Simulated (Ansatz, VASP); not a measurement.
Two plane-wave programs on PbO2

```
Pb O
1.0
     3.41712    0.00000    0.01040
    -3.41711    5.92052   -0.04071
     0.01619   -0.02725    5.31379
Pb O
2 4
Direct
  0.02747 0.00331 0.00105
  0.02745 0.50331 0.00119
  0.36075 0.33849 0.20077
  0.69417 0.16814 0.80144
  0.36081 0.83856 0.20073
  0.69411 0.66810 0.80153
```

Change from the starting cell: atoms moved at random (sigma 0.1 Å), then relaxed.

Alike in both runs: functional PBE; k mesh 8 × 8 × 5; occupations gaussian, width 0.05 eV; no spin polarisation.

Ansatz relaxed the structure, and its values are those at the end. VASP's run is a single point on that final structure, the one shown.

```csv
,VASP,Ansatz
version,VASP 6.6.1,Ansatz 0.2.0
potentials or method,"VASP PAW PBE potentials, release 64 (Pb_d, O), cutoff 520 eV","scalar-relativistic, plane waves, PAW"
valence electrons in the cell,52,52
```

VASP gave:

- gap on the k mesh at the Fermi level (eV): 0.84
- least direct gap on the mesh (eV): 0.92
- pressure (GPa): 0.1
- rms of the force components (eV/Å): 0.014

**Question.** Which values does Ansatz return?

**Answer.** gap on the k mesh at the Fermi level (eV): 0.86; least direct gap on the mesh (eV): 0.94; pressure (GPa): -0.1; rms of the force components (eV/Å): 0.003.

The functional is the same, so the differences come from potentials, cutoffs and numerics.

Neither program's run includes spin-orbit coupling.
